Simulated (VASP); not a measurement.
# Hf in VASP: single point with PBE

Aim: the single point of Hf with PBE.

Everything below comes from runs of VASP 6.6.1. Logs are shortened: lines on timing, memory, paths and dates and some standing lists are left out, and cuts for length are marked.

### Step 1. The cell of the first run

The cell holds a single atom in a box, 1 atom: a = 14.000 Å, b = 14.400 Å, c = 14.800 Å, α = 90.00°, β = 90.00°, γ = 90.00°.

### Step 2. Single point, PBE, collinear spin

Contents of INCAR:

```
  PREC = Accurate
  ENCUT = 400
  EDIFF = 1E-6
  ISMEAR = -1
  SIGMA = 0.01
  LREAL = F
  LASPH = T
  NELM = 200
  ALGO = Normal
  ISIF = 2
  LWAVE = F
  LCHARG = F
  ISPIN = 2
  MAGMOM = 2
  LORBIT = 11
  LMAXMIX = 4
  GGA = PE
  NBANDS = 15
  ISYM = 0
  GGA_COMPAT = F
```

Contents of KPOINTS:

```
Automatic mesh
0
Gamma
  1 1 1
```

Contents of POSCAR:

```
Hf
1.0
   14.0000000000      0.0000000000      0.0000000000
    0.0000000000     14.4000000000      0.0000000000
    0.0000000000      0.0000000000     14.8000000000
Hf
1
Direct
    0.5000000000      0.5000000000      0.5000000000
```

Potentials or basis: VASP PAW PBE potentials, release 64 (Hf_pv).

Command:

```
cat potpaw_PBE.64/Hf_pv/POTCAR > POTCAR
mpirun -np 1 vasp_gam > vasp.out
```

OUTCAR:

```text
PREC = Accurate
   ENCUT = 400
   EDIFF = 1E-6
   ISMEAR = -1
   LREAL = F
   LASPH = T
   NELM = 200
   ISIF = 2
   ISPIN = 2
   LORBIT = 11
   GGA = PE
   ISYM = 0

 ion  position               nearest neighbor table
   1  0.500  0.500  0.500-

IMPORTANT INFORMATION: All symmetrisations will be switched off!
NOSYMM: (Re-)initialisation of all symmetry stuff for point group C_1.

----------------------------------------------------------------------------------------

                                     Primitive cell

  volume of cell :    2983.6800

  direct lattice vectors                    reciprocal lattice vectors
    14.000000000  0.000000000  0.000000000     0.071428571  0.000000000  0.000000000
     0.000000000 14.400000000  0.000000000     0.000000000  0.069444444  0.000000000
     0.000000000  0.000000000 14.800000000     0.000000000  0.000000000  0.067567568

  length of vectors
    14.000000000 14.400000000 14.800000000     0.071428571  0.069444444  0.067567568

  position of ions in fractional coordinates (direct lattice)
     0.500000000  0.500000000  0.500000000

  ion indices of the primitive-cell ions
   primitive index   ion index
                 1           1

----------------------------------------------------------------------------------------

 KPOINTS: Automatic mesh

Automatic generation of k-mesh.
 Grid dimensions read from file:
 generate k-points for:    1    1    1

 Generating k-lattice:

  Cartesian coordinates                     Fractional coordinates (reciprocal lattice)
     0.071428571  0.000000000  0.000000000     1.000000000  0.000000000  0.000000000
     0.000000000  0.069444444  0.000000000     0.000000000  1.000000000  0.000000000
     0.000000000  0.000000000  0.067567568     0.000000000  0.000000000  1.000000000

  Length of vectors
     0.071428571  0.069444444  0.067567568

  Shift w.r.t. Gamma in fractional coordinates (k-lattice)
     0.000000000  0.000000000  0.000000000

 Subroutine IBZKPT returns following result:
 ===========================================

 Found      1 irreducible k-points:

 Following reciprocal coordinates:
            Coordinates               Weight
  0.000000  0.000000  0.000000      1.000000
   k-points           NKPTS =      1   k-points in BZ     NKDIM =      1   number of bands    NBANDS=     15
   number of dos      NEDOS =    301   number of ions     NIONS =      1
   total plane-waves  NPLWV = 903168
   dimension x,y,z NGX =    96 NGY =   96 NGZ =   98
   dimension x,y,z NGXF=   192 NGYF=  192 NGZF=  196
   ions per type =               1
   NGX,Y,Z   is equivalent  to a cutoff of  11.40, 11.08, 11.01 a.u.
   NGXF,Y,Z  is equivalent  to a cutoff of  22.80, 22.17, 22.02 a.u.
 SYSTEM =  unknown system
   PREC   = accura    normal or accurate (medium, high low for compatibility)
   ISTART =      0    job   : 0-new  1-cont  2-samecut
   ICHARG =      2    charge: 1-file 2-atom 10-const
   ISPIN  =      2    spin polarized calculation?
   LNONCOLLINEAR =      F non collinear calculations
   LSORBIT =      F    spin-orbit coupling
   LASPH  =      T    aspherical Exc in radial PAW
   ENCUT  =  400.0 eV  29.40 Ry    5.42 a.u.  22.83 23.48 24.14*2*pi/ulx,y,z
   NELM   =    200;   NELMIN=  2; NELMDL= -5     # of ELM steps
   EDIFF  = 0.1E-05   stopping-criterion for ELM
   LREAL  =      F    real-space projection
   EDIFFG = 0.1E-04   stopping-criterion for IOM
   NSW    =      0    number of steps for IOM
   IBRION =     -1    ionic relax: 0-MD 1-quasi-New 2-CG
   NFREE  =      0    steps in history (QN), initial steepest desc. (CG)
   ISIF   =      2    stress and relaxation
   ISYM   =      0    0-nonsym 1-usesym 2-fastsym
   POTIM  = 0.5000    time-step for ionic-motion
   TEBEG  =    0.0;   TEEND  =   0.0 temperature during run
   PSTRESS=    0.0 pullay stress
   NELECT =      10.0000    total number of electrons
   NUPDOWN=      -1.0000    fix difference up-down
   EMIN   =  10.00;   EMAX   =-10.00  energy-range for DOS
   EFERMI =   0.00;   METHOD = LEGACY
   ISMEAR =    -1;   SIGMA  =   0.01  broadening in eV -4-tet -1-fermi 0-gaus
   EFERMI_NEDOS =   21; number of points for ismear=-14 and -15
   IALGO  =     38    algorithm
   IMIX   =      4    mixing-type and parameters
     AMIX     =   0.40;   BMIX     =  1.00
     AMIX_MAG =   1.60;   BMIX_MAG =  1.00
  volume/ion in A,a.u.               =    2983.68     20134.87
  Fermi-wavevector in a.u.,A,eV,Ry     =   0.244995  0.462974  0.816657  0.060023
  Thomas-Fermi vector in A             =   1.055438
   LORBIT       =     11    0 simple, 1 ext, 2 COOP (PROOUT), +10 PAW based schemes
   GGA     = PE    functional components
   LHFCALC =     F    Hartree Fock is set to
   AEXX    =    0.0000 exact exchange contribution
   IVDW    =     0    specifies the selected vdW correction
   LEPSILON=     F    determine dielectric tensor
   LRPA    =     F    only Hartree local field effects (RPA)
 spin polarized calculation
  energy-cutoff  :      400.00
  volume of cell :     2983.68
 maximum number of plane-waves:     27122
 NGX is ok and might be reduce to    90
   NGX = 45   NGY = 47   NGZ = 49

 number of electron      10.0000001 magnetization       2.0000000

 Free energy of the ion-electron system (eV)
  ---------------------------------------------------
  ext. energy  EPLUGINS =         0.00000000
  ---------------------------------------------------
  free energy    TOTEN  =        -3.49360478 eV

  energy without entropy =       -3.49360478  energy(sigma->0) =       -3.49360478

 E-fermi :  -2.9244     XC(G=0):  -0.5164

 val. band max:       -3.2649720880   @ k =   0.0000   0.0000   0.0000
 cond. band min:      -2.6505034807   @ k =   0.0000   0.0000   0.0000
 fundamental gap:      0.6144686073
 Fermi energy:        -2.9244147172

 spin component 1

 k-point     1 :       0.0000    0.0000    0.0000
  band No.  band energies     occupation
      1     -35.6957      1.00000
      2     -35.6953      1.00000
      3     -35.6952      1.00000
      4      -5.2386      1.00000
      5      -3.2652      1.00000
      6      -3.2650      1.00000
      7      -2.6505      0.00000
      8      -2.6502      0.00000
      9      -2.6500      0.00000
     10      -1.4186      0.00000
     11      -1.4177      0.00000
     12      -1.4164      0.00000
     13      -0.2072      0.00000
     14       0.4898      0.00000
     15       0.5062      0.00000
 Fermi energy:        -2.9244147172

 spin component 2

 k-point     1 :       0.0000    0.0000    0.0000
  band No.  band energies     occupation
      1     -34.9213      1.00000
      2     -34.9205      1.00000
      3     -34.9202      1.00000
      4      -4.4812      1.00000
      5      -2.1475      0.00000
      6      -2.1472      0.00000
      7      -2.1468      0.00000
      8      -1.6482      0.00000
      9      -1.6480      0.00000
     10      -1.0018      0.00000
     11      -0.9996      0.00000
     12      -0.9976      0.00000
     13      -0.1524      0.00000
     14       0.5286      0.00000
     15       0.5733      0.00000

------------------------ aborting loop because EDIFF is reached ----------------------------------------

  FORCE on cell =-STRESS in cart. coord.  units (eV):
  Direction    XX          YY          ZZ          XY          YZ          ZX
  --------------------------------------------------------------------------------------
  -------------------------------------------------------------------------------------
  Total       -0.0083712     -0.0087951     -0.0068757      0.0017692     -0.0001017     -0.0000191
  in kB       -0.0044952     -0.0047228     -0.0036921      0.0009500     -0.0000546     -0.0000103
  external PRESSURE =      -0.0043034 kB  Pullay stress =       0.0000000 kB

 VOLUME and BASIS-vectors are now :
 -----------------------------------------------------------------------------
  energy-cutoff  :      400.00
  volume of cell :     2983.68
      direct lattice vectors                 reciprocal lattice vectors
    14.000000000  0.000000000  0.000000000     0.071428571  0.000000000  0.000000000
     0.000000000 14.400000000  0.000000000     0.000000000  0.069444444  0.000000000
     0.000000000  0.000000000 14.800000000     0.000000000  0.000000000  0.067567568

 POSITION                                       TOTAL-FORCE (eV/Angst)
 -----------------------------------------------------------------------------------
      7.00000      7.20000      7.40000         0.000000     -0.000001     -0.000000
 -----------------------------------------------------------------------------------
    total drift:                                0.000000     -0.000001     -0.000000

  FREE ENERGIE OF THE ION-ELECTRON SYSTEM (eV)
  ---------------------------------------------------
  free  energy   TOTEN  =        -3.4936047786 eV

  energy  without entropy=       -3.4936047786  energy(sigma->0) =       -3.49360478

 total charge

# of ion       s       p       d       tot
------------------------------------------
    1        0.561   5.900   1.319   7.780

 magnetization (x)

# of ion       s       p       d       tot
------------------------------------------
    1        0.020   0.010   1.319   1.349
```

Wall time 3.5 min (1 thread of Intel Xeon 6975P-C (Granite Rapids), shared host); peak memory 2 GiB.

Results:

```yaml
Free_energy: -3.4936 eV
Pressure: 0.0 GPa
Band_gap_on_the_k_mesh: 0.61 eV
Net_moment: 2.00 μB per cell
Site_moments: Hf +1.35 μB
Valence_electrons_inside_the_program's_atomic_spheres: Hf 7.78
```

Caveat: spin-orbit coupling is left out, which moves the levels of the heavy elements.
